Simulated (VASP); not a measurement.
# SrO in VASP: a series of runs

The runs below take SrO through electric field gradients, with PBE.

Program: VASP 6.6.1. These are calculated values, not measurements. Logs are shortened: lines on timing, memory, paths and dates and some standing lists are left out, and cuts for length are marked.

**1. The cell of the first run**

The structure is trigonal, space group R-3m (No. 166). Conventional cell: a = 3.616 Å, b = 3.616 Å, c = 8.991 Å, α = 90.00°, β = 90.00°, γ = 120.00°. Within 3.4 Å of Sr (site symmetry -3m) lie 6 O at 2.57 Å. O (site symmetry -3m) has 6 Sr at 2.57 Å within 3.4 Å.

**2. Electric field gradients, PBE (equal xy, yz and zx shear strains of +1 %)**

Contents of INCAR:

```
ALGO     = Normal         # electronic algorithm
EDIFF    = 1E-8           # SCF threshold, eV
ENCUT    = 520            # plane-wave cutoff, eV
GGA      = PE             # functional
ISIF     = 2              # what is computed and relaxed
ISMEAR   = -1             # smearing method
LASPH    = True           # aspherical terms in the spheres
LCHARG   = False          # write CHGCAR
LEFG     = True         
LREAL    = False          # projectors in reciprocal space
LWAVE    = False          # write WAVECAR
NBANDS   = 15             # bands
NELM     = 80             # most SCF steps
PREC     = Accurate       # precision mode
SIGMA    = 0.02           # smearing width, eV
```

Contents of KPOINTS:

```
k-points
0
Gamma
  8 8 8
```

Contents of POSCAR:

```
SrO
1.0
    0.0256980000      2.5826490000      2.5826490000
    2.5826490000      0.0256980000      2.5826490000
    2.5826490000      2.5826490000      0.0256980000
Sr O
1 1
Direct
    0.0000000000      0.0000000000      0.0000000000
    0.5000000000      0.5000000000      0.5000000000
```

Potentials or basis: VASP PAW PBE potentials, release 64 (Sr_sv, O).

Command:

```console
> cat potpaw_PBE.64/Sr_sv/POTCAR potpaw_PBE.64/O/POTCAR > POTCAR
> mpirun -np 1 vasp_std > vasp.out
```

OUTCAR:

```text
EDIFF = 1E-8
   ENCUT = 520
   GGA = PE
   ISIF = 2
   ISMEAR = -1
   LASPH = True
   LREAL = False
   NELM = 80
   PREC = Accurate

 ion  position               nearest neighbor table
   1  0.000  0.000  0.000-   2 2.57   2 2.57   2 2.57   2 2.57   2 2.57   2 2.57
   2  0.500  0.500  0.500-   1 2.57   1 2.57   1 2.57   1 2.57   1 2.57   1 2.57

  LATTYP: Found a trigonal (rhomboedric) cell.
 ALAT       =     3.6525076457
 COS(alpha) =     0.5099250056

  Lattice vectors:

 A1 = (   0.0256980000,   2.5826490000,   2.5826490000)
 A2 = (   2.5826490000,   0.0256980000,   2.5826490000)
 A3 = (   2.5826490000,   2.5826490000,   0.0256980000)

Analysis of symmetry for initial positions (statically):
=====================================================================
 Subroutine PRICEL returns:
 Original cell was already a primitive cell.

 Routine SETGRP: Setting up the symmetry group for a
 trigonal (rhombohedral) supercell.

 Subroutine GETGRP returns: Found 12 space group operations
 (whereof 12 operations were pure point group operations)
 out of a pool of 12 trial point group operations.

The static configuration has the point symmetry D_3d.

Analysis of symmetry for dynamics (positions and initial velocities):
=====================================================================
 Subroutine PRICEL returns:
 Original cell was already a primitive cell.

 Routine SETGRP: Setting up the symmetry group for a
 trigonal (rhombohedral) supercell.

 Subroutine GETGRP returns: Found 12 space group operations
 (whereof 12 operations were pure point group operations)
 out of a pool of 12 trial point group operations.

The dynamic configuration has the point symmetry D_3d.

 Subroutine INISYM returns: Found 12 space group operations
 (whereof 12 operations are pure point group operations),
 and found     1 'primitive' translations

----------------------------------------------------------------------------------------

                                     Primitive cell

  volume of cell :      33.9387

  direct lattice vectors                    reciprocal lattice vectors
     0.025698000  2.582649000  2.582649000    -0.196513444  0.194577351  0.194577351
     2.582649000  0.025698000  2.582649000     0.194577351 -0.196513444  0.194577351
     2.582649000  2.582649000  0.025698000     0.194577351  0.194577351 -0.196513444

  length of vectors
     3.652507646  3.652507646  3.652507646     0.338139357  0.338139357  0.338139357

  position of ions in fractional coordinates (direct lattice)
     0.000000000  0.000000000  0.000000000
     0.500000000  0.500000000  0.500000000

  ion indices of the primitive-cell ions
   primitive index   ion index
                 1           1
                 2           2

----------------------------------------------------------------------------------------

 KPOINTS: k-points

Automatic generation of k-mesh.
 Grid dimensions read from file:
 generate k-points for:    8    8    8

 Generating k-lattice:

  Cartesian coordinates                     Fractional coordinates (reciprocal lattice)
    -0.024564181  0.024322169  0.024322169     0.125000000  0.000000000  0.000000000
     0.024322169 -0.024564181  0.024322169     0.000000000  0.125000000  0.000000000
     0.024322169  0.024322169 -0.024564181     0.000000000  0.000000000  0.125000000

  Length of vectors
     0.042267420  0.042267420  0.042267420

  Shift w.r.t. Gamma in fractional coordinates (k-lattice)
     0.000000000  0.000000000  0.000000000

 Subroutine IBZKPT returns following result:
 ===========================================

 Found     65 irreducible k-points:

 Following reciprocal coordinates:
            Coordinates               Weight
  0.000000  0.000000  0.000000      1.000000
  0.125000  0.000000 -0.000000      6.000000
  0.250000  0.000000 -0.000000      6.000000
  0.375000  0.000000 -0.000000      6.000000
  0.500000  0.000000 -0.000000      3.000000
  0.125000  0.125000  0.000000      6.000000
[... 16 lines left out ...]
  0.250000  0.125000  0.125000      6.000000
  0.375000  0.125000  0.125000      6.000000
 [... further k-points ...]
   k-points           NKPTS =     65   k-points in BZ     NKDIM =     65   number of bands    NBANDS=     15
   number of dos      NEDOS =    301   number of ions     NIONS =      2
   total plane-waves  NPLWV =  21952
   dimension x,y,z NGX =    28 NGY =   28 NGZ =   28
   dimension x,y,z NGXF=    56 NGYF=   56 NGZF=   56
   ions per type =               1   1
   NGX,Y,Z   is equivalent  to a cutoff of  12.74, 12.74, 12.74 a.u.
   NGXF,Y,Z  is equivalent  to a cutoff of  25.49, 25.49, 25.49 a.u.
 SYSTEM =  unknown system
   PREC   = accura    normal or accurate (medium, high low for compatibility)
   ISTART =      0    job   : 0-new  1-cont  2-samecut
   ICHARG =      2    charge: 1-file 2-atom 10-const
   ISPIN  =      1    spin polarized calculation?
   LNONCOLLINEAR =      F non collinear calculations
   LSORBIT =      F    spin-orbit coupling
   LASPH  =      T    aspherical Exc in radial PAW
   ENCUT  =  520.0 eV  38.22 Ry    6.18 a.u.   6.79  6.79  6.79*2*pi/ulx,y,z
   NELM   =     80;   NELMIN=  2; NELMDL= -5     # of ELM steps
   EDIFF  = 0.1E-07   stopping-criterion for ELM
   LREAL  =      F    real-space projection
   EDIFFG = 0.1E-06   stopping-criterion for IOM
   NSW    =      0    number of steps for IOM
   IBRION =     -1    ionic relax: 0-MD 1-quasi-New 2-CG
   NFREE  =      0    steps in history (QN), initial steepest desc. (CG)
   ISIF   =      2    stress and relaxation
   ISYM   =      2    0-nonsym 1-usesym 2-fastsym
   POTIM  = 0.5000    time-step for ionic-motion
   TEBEG  =    0.0;   TEEND  =   0.0 temperature during run
   PSTRESS=    0.0 pullay stress
   NELECT =      16.0000    total number of electrons
   NUPDOWN=      -1.0000    fix difference up-down
   EMIN   =  10.00;   EMAX   =-10.00  energy-range for DOS
   EFERMI =   0.00;   METHOD = LEGACY
   ISMEAR =    -1;   SIGMA  =   0.02  broadening in eV -4-tet -1-fermi 0-gaus
   EFERMI_NEDOS =   21; number of points for ismear=-14 and -15
   IALGO  =     38    algorithm
   IMIX   =      4    mixing-type and parameters
     AMIX     =   0.40;   BMIX     =  1.00
     AMIX_MAG =   1.60;   BMIX_MAG =  1.00
  volume/ion in A,a.u.               =      16.97       114.51
  Fermi-wavevector in a.u.,A,eV,Ry     =   1.274138  2.407771 22.088059  1.623427
  Thomas-Fermi vector in A             =   2.406922
   LORBIT       =      0    0 simple, 1 ext, 2 COOP (PROOUT), +10 PAW based schemes
   GGA     = PE    functional components
   LHFCALC =     F    Hartree Fock is set to
   AEXX    =    0.0000 exact exchange contribution
   IVDW    =     0    specifies the selected vdW correction
   LEPSILON=     F    determine dielectric tensor
   LRPA    =     F    only Hartree local field effects (RPA)
 non-spin polarized calculation
  energy-cutoff  :      520.00
  volume of cell :       33.94
 maximum number of plane-waves:       934
   NGX = 13   NGY = 13   NGZ = 13

 number of electron      15.9999997 magnetization

 Free energy of the ion-electron system (eV)
  ---------------------------------------------------
  ext. energy  EPLUGINS =         0.00000000
  ---------------------------------------------------
  free energy    TOTEN  =       -12.03852759 eV

  energy without entropy =      -12.03852759  energy(sigma->0) =      -12.03852759

 E-fermi :   2.0798     XC(G=0): -10.0335

 val. band max:        1.6825442057   @ k =   0.0000   0.0000   0.0000
 cond. band min:       4.9338897262   @ k =   0.5000   0.5000   0.0000
 fundamental gap:      3.2513455206
 Fermi energy:         2.0798388297

 k-point     1 :       0.0000    0.0000    0.0000
  band No.  band energies     occupation
      1     -30.7150      2.00000
      2     -13.4211      2.00000
      3     -12.3565      2.00000
      4     -12.3482      2.00000
      5     -12.3482      2.00000
      6       1.6498      2.00000
      7       1.6825      2.00000
      8       1.6825      2.00000
      9       5.6621      0.00000
     10       7.7649      0.00000
     11       7.9437      0.00000
     12       7.9437      0.00000
     13      10.0573      0.00000
     14      10.0573      0.00000
     15      14.3915      0.00000
[... 397 lines left out ...]
 k-point    24 :       0.3750    0.1250    0.1250
  band No.  band energies     occupation
      1     -30.6168      2.00000
      2     -14.5128      2.00000
      3     -12.5625      2.00000
      4     -12.3863      2.00000
      5     -11.4487      2.00000
      6       0.0914      2.00000
      7       0.7722      2.00000
      8       1.1816      2.00000
      9       7.6082      0.00000
     10       8.3293      0.00000
     11       9.2897      0.00000
     12       9.9732      0.00000
     13      11.9930      0.00000
     14      12.3174      0.00000
     15      17.7709      0.00000

 [... further k-points ...]
[... 5 lines left out ...]
  --------------------------------------------------------------------------------------
  -------------------------------------------------------------------------------------
  Total        0.7427296      0.7427296      0.7427296     -0.1175744     -0.1175744     -0.1175744
  in kB       35.0627387     35.0627387     35.0627387     -5.5504459     -5.5504459     -5.5504459
  external PRESSURE =      35.0627387 kB  Pullay stress =       0.0000000 kB

 VOLUME and BASIS-vectors are now :
 -----------------------------------------------------------------------------
  energy-cutoff  :      520.00
  volume of cell :       33.94
      direct lattice vectors                 reciprocal lattice vectors
     0.025698000  2.582649000  2.582649000    -0.196513444  0.194577351  0.194577351
     2.582649000  0.025698000  2.582649000     0.194577351 -0.196513444  0.194577351
     2.582649000  2.582649000  0.025698000     0.194577351  0.194577351 -0.196513444

 POSITION                                       TOTAL-FORCE (eV/Angst)
 -----------------------------------------------------------------------------------
      0.00000      0.00000      0.00000         0.000000     -0.000000     -0.000000
      2.59550      2.59550      2.59550        -0.000000      0.000000      0.000000
 -----------------------------------------------------------------------------------
    total drift:                                0.000000      0.000000      0.000000

  FREE ENERGIE OF THE ION-ELECTRON SYSTEM (eV)
  ---------------------------------------------------
  free  energy   TOTEN  =       -12.0385275903 eV

  energy  without entropy=      -12.0385275903  energy(sigma->0) =      -12.03852759

 Electric field gradients (V/A^2)
---------------------------------------------------------------------
 ion       V_xx      V_yy      V_zz      V_xy      V_xz      V_yz
---------------------------------------------------------------------
   1       0.000    -0.000    -0.000    -3.822    -3.822    -3.822
   2       0.000     0.000     0.000     0.522     0.522     0.522
---------------------------------------------------------------------

 Electric field gradients after diagonalization (V/A^2)
 (convention: |V_zz| > |V_xx| > |V_yy|)
----------------------------------------------------------------------
 ion       V_xx      V_yy      V_zz     asymmetry (V_yy - V_xx)/ V_zz
----------------------------------------------------------------------
   1       3.822     3.822    -7.645       0.000
   2      -0.522    -0.522     1.044       0.000
----------------------------------------------------------------------

           NMR quadrupolar parameters

 Cq : quadrupolar parameter    Cq=e*Q*V_zz/h
 eta: asymmetry parameters     (V_yy - V_xx)/ V_zz
 Q  : nuclear electric quadrupole moment in mb (millibarn)
----------------------------------------------------------------------
 ion       Cq(MHz)       eta       Q (mb)
----------------------------------------------------------------------
   1      -0.018       0.000       1.000
   2       0.003       0.000       1.000
----------------------------------------------------------------------
```

It took 22 s on 1 thread of Intel Xeon 6975P-C (Granite Rapids), shared host; peak memory 0.17 GiB.

Results:

- Free energy: -12.0385 eV
- Pressure: 3.5 GPa
- Band gap on the k mesh: 3.25 eV, indirect (least direct gap 3.34 eV)

Levels at points of the mesh, in eV from the valence-band top:
```
           k point  band 4  band 5  band 6  band 7  band 8  band 9  band 10  band 11  band 12  band 13
(0.00, 0.00, 0.00)  -14.03  -14.03   -0.03    0.00    0.00    3.98     6.08     6.26     6.26     8.37
(0.50, 0.00, 0.00)  -14.11  -12.86   -2.18   -1.20   -1.13    6.55     8.47     8.77     8.96    11.91
(0.50, 0.50, 0.00)  -14.41  -14.39   -0.44   -0.11   -0.09    3.25     7.80    10.17    10.39    11.09
(0.50, 0.50, 0.50)  -14.10  -12.81   -2.18   -1.11   -1.11    6.51     8.44     8.77     8.77    11.90
```

Electric field gradients, principal values (V/Å²):
| atom | least | middle | greatest (by size) |
| --- | --- | --- | --- |
| 1 Sr | 3.822 | 3.822 | -7.645 |
| 2 O | -0.522 | -0.522 | 1.044 |

Caveat: the cell differs from its parent crystal (equal xy, yz and zx shear strains of +1 %); without QUAD_EFG the Cq values of the log hold for a quadrupole moment of 1 mb, not for the nuclei.

[end of part 1 of 4]
